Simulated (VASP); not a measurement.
# V (P6_3/mmc) in VASP: a series of runs

V is run at these levels: PBE+D3(BJ); tasks: single point.

All numbers are computed with VASP 6.6.1; they aren't measurements. Logs are shortened: lines on timing, memory, paths and dates and some standing lists are left out, and cuts for length are marked.

### 1 The cell of the first run

The structure is hexagonal, space group P6_3/mmc (No. 194). The conventional cell has a = 2.609 Å, b = 2.609 Å, c = 8.971 Å, α = 90.00°, β = 90.00°, γ = 120.00°. V (site symmetry -3m) has 12 V at 2.61 to 2.70 Å within 3.4 Å. V (site symmetry -6m2) has 12 V at 2.61 to 2.70 Å within 3.4 Å.

### 2 Single point, PBE+D3(BJ), collinear spin, ferromagnetic start

INCAR

```
SYSTEM = V
  PREC = Accurate
  ENCUT = 520
  EDIFF = 1E-6
  ISMEAR = 0
  SIGMA = 0.1
  LREAL = .False.
  LASPH = .True.
  NELM = 150
  ALGO = Normal
  ISIF = 2
  LWAVE = .False.
  LCHARG = .False.
  ISPIN = 2
  MAGMOM = 2.73 2.71 2.73 2.71
  LORBIT = 11
  LMAXMIX = 4
  GGA = PE
  IVDW = 12
  NBANDS = 38
```

KPOINTS

```
regular mesh
0
Gamma
  6 6 2
  0 0 0
```

POSCAR

```
V
1.0
    2.6089893525      0.0000000000      0.0000000000
   -1.3044946762      2.2594510575      0.0000000000
    0.0000000000      0.0000000000      8.9707748943
V
4
Direct
    0.0000000000      0.0000000000      0.0000000000
    0.3333333333      0.6666666667      0.2500000000
    0.0000000000      0.0000000000      0.5000000000
    0.6666666667      0.3333333333      0.7500000000
```

Potentials or basis: VASP PAW PBE potentials, release 64 (V_sv).

Command:

```bash
cat potpaw_PBE.64/V_sv/POTCAR > POTCAR
mpirun -np 1 vasp_std > vasp.out
```

OUTCAR:

```text
SYSTEM = V
   PREC = Accurate
   ENCUT = 520
   EDIFF = 1E-6
   ISMEAR = 0
   LREAL = .False.
   LASPH = .True.
   NELM = 150
   ISIF = 2
   ISPIN = 2
   LORBIT = 11
   GGA = PE
   IVDW = 12
 IVDW          = 12

 ion  position               nearest neighbor table
   1  0.000  0.000  0.000-   2 2.70   4 2.70   4 2.70   2 2.70   4 2.70   2 2.70
   2  0.333  0.667  0.250-   1 2.70   3 2.70   1 2.70   3 2.70   1 2.70   3 2.70
   3  0.000  0.000  0.500-   2 2.70   4 2.70   4 2.70   2 2.70   4 2.70   2 2.70
   4  0.667  0.333  0.750-   1 2.70   3 2.70   1 2.70   3 2.70   1 2.70   3 2.70

  LATTYP: Found a hexagonal cell.
 ALAT       =     2.6089893525
 C/A-ratio  =     3.4384099290

  Lattice vectors:

 A1 = (   2.6089893525,   0.0000000000,   0.0000000000)
 A2 = (  -1.3044946762,   2.2594510575,   0.0000000000)
 A3 = (   0.0000000000,   0.0000000000,   8.9707748943)

Analysis of symmetry for initial positions (statically):
=====================================================================
 Subroutine PRICEL returns:
 Original cell was already a primitive cell.

 Routine SETGRP: Setting up the symmetry group for a
 hexagonal supercell.

 Subroutine GETGRP returns: Found 24 space group operations
 (whereof 12 operations were pure point group operations)
 out of a pool of 24 trial point group operations.

The static configuration has the point symmetry D_3d.
 The point group associated with its full space group is D_6h.

Analysis of symmetry for dynamics (positions and initial velocities):
=====================================================================
 Subroutine PRICEL returns:
 Original cell was already a primitive cell.

 Routine SETGRP: Setting up the symmetry group for a
 hexagonal supercell.

 Subroutine GETGRP returns: Found 24 space group operations
 (whereof 12 operations were pure point group operations)
 out of a pool of 24 trial point group operations.

The dynamic configuration has the point symmetry D_3d.
 The point group associated with its full space group is D_6h.

Analysis of structural, dynamic, and magnetic symmetry:
=====================================================================
 Subroutine PRICEL returns:
 Original cell was already a primitive cell.

 Routine SETGRP: Setting up the symmetry group for a
 hexagonal supercell.

 Subroutine GETGRP returns: Found 24 space group operations
 (whereof 12 operations were pure point group operations)
 out of a pool of 24 trial point group operations.

The overall configuration has the point symmetry D_3d.
 The point group associated with its full space group is D_6h.

 Subroutine INISYM returns: Found 24 space group operations
 (whereof 12 operations are pure point group operations),
 and found     1 'primitive' translations

----------------------------------------------------------------------------------------

                                     Primitive cell

  volume of cell :      52.8817

  direct lattice vectors                    reciprocal lattice vectors
     2.608989353  0.000000000  0.000000000     0.383290181  0.221292689  0.000000000
    -1.304494676  2.259451058  0.000000000     0.000000000  0.442585378  0.000000000
     0.000000000  0.000000000  8.970774894     0.000000000  0.000000000  0.111473090

  length of vectors
     2.608989353  2.608989353  8.970774894     0.442585378  0.442585378  0.111473090

  position of ions in fractional coordinates (direct lattice)
     0.000000000  0.000000000  0.000000000
     0.333333333  0.666666667  0.250000000
     0.000000000  0.000000000  0.500000000
     0.666666667  0.333333333  0.750000000

  ion indices of the primitive-cell ions
   primitive index   ion index
                 1           1
                 2           2
                 3           3
                 4           4

----------------------------------------------------------------------------------------

 KPOINTS: regular mesh

Automatic generation of k-mesh.
[... 25 lines left out ...]
  0.333333 -0.000000  0.000000      6.000000
  0.500000  0.000000  0.000000      3.000000
  0.166667  0.166667  0.000000      6.000000
  0.333333  0.166667  0.000000     12.000000
  0.333333  0.333333  0.000000      2.000000
  0.000000  0.000000  0.500000      1.000000
  0.166667  0.000000  0.500000      6.000000
  0.333333 -0.000000  0.500000      6.000000
  0.500000  0.000000  0.500000      3.000000
  0.166667  0.166667  0.500000      6.000000
  0.333333  0.166667  0.500000     12.000000
  0.333333  0.333333  0.500000      2.000000
   k-points           NKPTS =     14   k-points in BZ     NKDIM =     14   number of bands    NBANDS=     38
   number of dos      NEDOS =    301   number of ions     NIONS =      4
   total plane-waves  NPLWV =  28000
   dimension x,y,z NGX =    20 NGY =   20 NGZ =   70
   dimension x,y,z NGXF=    40 NGYF=   40 NGZF=  140
   ions per type =               4
   NGX,Y,Z   is equivalent  to a cutoff of  12.74, 12.74, 12.97 a.u.
   NGXF,Y,Z  is equivalent  to a cutoff of  25.49, 25.49, 25.94 a.u.
 SYSTEM =  V
   PREC   = accura    normal or accurate (medium, high low for compatibility)
   ISTART =      0    job   : 0-new  1-cont  2-samecut
   ICHARG =      2    charge: 1-file 2-atom 10-const
   ISPIN  =      2    spin polarized calculation?
   LNONCOLLINEAR =      F non collinear calculations
   LSORBIT =      F    spin-orbit coupling
   LASPH  =      T    aspherical Exc in radial PAW
   ENCUT  =  520.0 eV  38.22 Ry    6.18 a.u.   4.85  4.85 16.68*2*pi/ulx,y,z
   NELM   =    150;   NELMIN=  2; NELMDL= -5     # of ELM steps
   EDIFF  = 0.1E-05   stopping-criterion for ELM
   LREAL  =      F    real-space projection
   EDIFFG = 0.1E-04   stopping-criterion for IOM
   NSW    =      0    number of steps for IOM
   IBRION =     -1    ionic relax: 0-MD 1-quasi-New 2-CG
   NFREE  =      0    steps in history (QN), initial steepest desc. (CG)
   ISIF   =      2    stress and relaxation
   ISYM   =      2    0-nonsym 1-usesym 2-fastsym
   POTIM  = 0.5000    time-step for ionic-motion
   TEBEG  =    0.0;   TEEND  =   0.0 temperature during run
   PSTRESS=    0.0 pullay stress
   NELECT =      52.0000    total number of electrons
   NUPDOWN=      -1.0000    fix difference up-down
   EMIN   =  10.00;   EMAX   =-10.00  energy-range for DOS
   EFERMI =   0.00;   METHOD = LEGACY
   ISMEAR =     0;   SIGMA  =   0.10  broadening in eV -4-tet -1-fermi 0-gaus
   EFERMI_NEDOS =   21; number of points for ismear=-14 and -15
   IALGO  =     38    algorithm
   IMIX   =      4    mixing-type and parameters
     AMIX     =   0.40;   BMIX     =  1.00
     AMIX_MAG =   1.60;   BMIX_MAG =  1.00
  volume/ion in A,a.u.               =      13.22        89.22
  Fermi-wavevector in a.u.,A,eV,Ry     =   1.627949  3.076378 36.058418  2.650219
  Thomas-Fermi vector in A             =   2.720660
   LORBIT       =     11    0 simple, 1 ext, 2 COOP (PROOUT), +10 PAW based schemes
   GGA     = PE    functional components
   LHFCALC =     F    Hartree Fock is set to
   AEXX    =    0.0000 exact exchange contribution
   IVDW    =    12    specifies the selected vdW correction
   LEPSILON=     F    determine dielectric tensor
   LRPA    =     F    only Hartree local field effects (RPA)
 spin polarized calculation
 Gauss-broadening in eV      SIGMA  =   0.10
  energy-cutoff  :      520.00
  volume of cell :       52.88
 maximum number of plane-waves:      1455
 NGX is ok and might be reduce to    20
   NGX =  9   NGY =  9   NGZ = 33

 number of electron      52.0000000 magnetization      10.8800000

 number of electron      51.9999992 magnetization       0.0018023

 Free energy of the ion-electron system (eV)
  ---------------------------------------------------
  ext. energy  EPLUGINS =         0.00000000
  ---------------------------------------------------
  free energy    TOTEN  =       -34.94596049 eV

  energy without entropy =      -34.91252457  energy(sigma->0) =      -34.92924253

 E-fermi :  10.3184     XC(G=0): -13.0005

 val. band max:       10.3063775049   @ k =   0.3333  -0.0000   0.0000
 cond. band min:      10.3850373524   @ k =   0.1667   0.1667   0.5000
 fundamental gap:      0.0786598476
 Fermi energy:        10.3183601146

 spin component 1

 k-point     1 :       0.0000    0.0000    0.0000
  band No.  band energies     occupation
      1     -53.7242      1.00000
      2     -53.6744      1.00000
      3     -53.5929      1.00000
      4     -53.5419      1.00000
      5     -27.8931      1.00000
      6     -27.4862      1.00000
[... 563 lines left out ...]
     37      17.9322      0.00000
     38      17.9322      0.00000
 Fermi energy:        10.3183601146

 spin component 2

 k-point     1 :       0.0000    0.0000    0.0000
  band No.  band energies     occupation
      1     -53.7242      1.00000
      2     -53.6749      1.00000
      3     -53.5918      1.00000
      4     -53.5412      1.00000
      5     -27.8928      1.00000
      6     -27.4866      1.00000
[... 563 lines left out ...]
     37      17.9324      0.00000
     38      17.9324      0.00000

------------------------ aborting loop because EDIFF is reached ----------------------------------------

 Edisp (eV)   -2.77068

 E8    (eV) :    -1.2961

  FORCE on cell =-STRESS in cart. coord.  units (eV):
  Direction    XX          YY          ZZ          XY          YZ          ZX
  --------------------------------------------------------------------------------------
  -------------------------------------------------------------------------------------
  Total       0.02774     0.02774     0.17378     0.00000    -0.00000    -0.00000
  in kB       0.84052     0.84052     5.26523     0.00000    -0.00000    -0.00000
  external pressure =        2.32 kB  Pullay stress =        0.00 kB

 VOLUME and BASIS-vectors are now :
 -----------------------------------------------------------------------------
  energy-cutoff  :      520.00
  volume of cell :       52.88
      direct lattice vectors                 reciprocal lattice vectors
     2.608989353  0.000000000  0.000000000     0.383290181  0.221292689  0.000000000
    -1.304494676  2.259451058  0.000000000     0.000000000  0.442585378  0.000000000
     0.000000000  0.000000000  8.970774894     0.000000000  0.000000000  0.111473090

 POSITION                                       TOTAL-FORCE (eV/Angst)
 -----------------------------------------------------------------------------------
      0.00000      0.00000      0.00000        -0.000000     -0.000000     -0.000000
     -0.00000      1.50630      2.24269        -0.000000      0.000000      0.000000
      0.00000      0.00000      4.48539        -0.000000     -0.000000     -0.000000
      1.30449      0.75315      6.72808         0.000000     -0.000000     -0.000000
 -----------------------------------------------------------------------------------
    total drift:                                0.000000     -0.000000      0.000000

  FREE ENERGIE OF THE ION-ELECTRON SYSTEM (eV)
  ---------------------------------------------------
  free  energy   TOTEN  =       -37.7166449605 eV

  energy  without entropy=      -37.6832090316  energy(sigma->0) =      -37.69992700

 total charge

# of ion       s       p       d       tot
------------------------------------------
    1        2.356   6.236   3.093  11.686
    2        2.352   6.231   3.107  11.690
    3        2.356   6.236   3.093  11.686
    4        2.352   6.231   3.107  11.690
--------------------------------------------------
tot          9.416  24.934  12.402  46.752

 magnetization (x)

# of ion       s       p       d       tot
------------------------------------------
    1       -0.000  -0.000  -0.000  -0.000
    2        0.000   0.000   0.001   0.001
    3       -0.000  -0.000  -0.000  -0.000
    4        0.000   0.000   0.001   0.001
--------------------------------------------------
tot          0.000   0.000   0.001   0.001
```

Wall time 42 s (1 thread of AMD EPYC 9R45 (Zen 5), shared host); peak memory 0.18 GiB.

Results:

```yaml
Free_energy: -37.7166 eV
Pressure: 0.2 GPa
Band_gap_on_the_k_mesh: zero (filled and empty bands overlap)
Net_moment: 0.00 μB per cell
Valence_electrons_inside_the_program's_atomic_spheres: V 11.69
Dispersion_energy_per_atom: -0.693 eV
```

Stress tensor (GPa, compression positive):
```
0.08 0.00 0.00
0.00 0.08 0.00
0.00 0.00 0.53
```

Levels at points of the mesh, in eV from the Fermi level:
Spin up:
```tsv
k point	band 22	band 23	band 24	band 25	band 26	band 27	band 28	band 29	band 30	band 31
(0.00, 0.00, 0.00)	-0.86	-0.26	0.15	0.15	0.18	0.18	0.35	0.50	0.50	0.53
(0.50, 0.00, 0.00)	-1.98	-1.89	-0.83	-0.32	0.31	0.35	1.54	1.60	1.87	2.72
(0.00, 0.00, 0.50)	-0.49	-0.45	-0.45	0.21	0.21	0.21	0.21	0.44	0.44	0.44
(0.50, 0.00, 0.50)	-2.56	-0.92	-0.92	0.48	0.48	0.65	0.65	1.20	1.20	2.67
```
Spin down:
```csv
k point,band 23,band 24,band 25,band 26,band 27,band 28,band 29,band 30
"(0.00, 0.00, 0.00)",-0.26,0.15,0.15,0.18,0.18,0.35,0.50,0.50
"(0.50, 0.00, 0.00)",-1.89,-0.83,-0.31,0.31,0.35,1.54,1.60,1.87
"(0.00, 0.00, 0.50)",-0.45,-0.45,0.21,0.21,0.21,0.21,0.45,0.45
"(0.50, 0.00, 0.50)",-0.92,-0.92,0.48,0.48,0.65,0.65,1.20,1.20
```

Caveat: the k points lie up to 0.46 Å⁻¹ apart; pairwise dispersion overbinds metals, which lowers pressure and volume.

### 3 Single point, PBE+D3(BJ)

INCAR

```
PREC = Accurate
ENCUT = 520
EDIFF = 1E-6
ISMEAR = 0
SIGMA = 0.1
LREAL = False
LASPH = True
NELM = 80
ALGO = Normal
ISIF = 2
LWAVE = False
LCHARG = True
GGA = PE
IVDW = 12
LELF = True
LVHAR = True
NBANDS = 34
```

KPOINTS

```
regular mesh
0
Gamma
  18 18 6
```

POSCAR

```
V
1.0
    2.5939081491      0.0000000000      0.0000000000
   -1.2969540745      2.2463903522      0.0000000000
    0.0000000000      0.0000000000      9.0849976524
V
4
Direct
    0.0000000000      0.0000000000      0.0000000000
    0.3333333333      0.6666666667      0.2500000000
    0.0000000000      0.0000000000      0.5000000000
    0.6666666667      0.3333333333      0.7500000000
```

Potentials or basis: VASP PAW PBE potentials, release 64 (V_sv).

Command:

```bash
cat potpaw_PBE.64/V_sv/POTCAR > POTCAR
mpirun -np 1 vasp_std > vasp.out
```

Run time: 2.4 min. Hardware: 1 thread of AMD EPYC 9R45 (Zen 5), shared host; peak memory 0.29 GiB.

The run converged. Its results:

| Item | Value |
| --- | --- |
| Free energy | -37.7388 eV |
| Pressure | 0.3 GPa |
| Band gap on the k mesh | zero (band 26 reaches 10.81 eV, above the bottom of band 27 at 9.70 eV) |
| Dispersion energy per atom | -0.692 eV |

Levels at points of the mesh, in eV from the Fermi level:
```tsv
k point	band 23	band 24	band 25	band 26	band 27	band 28	band 29	band 30
(0.00, 0.00, 0.00)	-0.38	0.19	0.20	0.20	0.26	0.26	0.50	0.50
(0.50, 0.00, 0.00)	-1.90	-0.86	-0.24	0.32	0.43	1.61	1.66	1.92
(0.00, 0.00, 0.50)	-0.55	-0.55	0.27	0.27	0.27	0.27	0.48	0.48
(0.50, 0.00, 0.50)	-0.96	-0.96	0.53	0.53	0.76	0.76	1.21	1.21
```

Caveat: pairwise dispersion overbinds metals, which lowers pressure and volume.
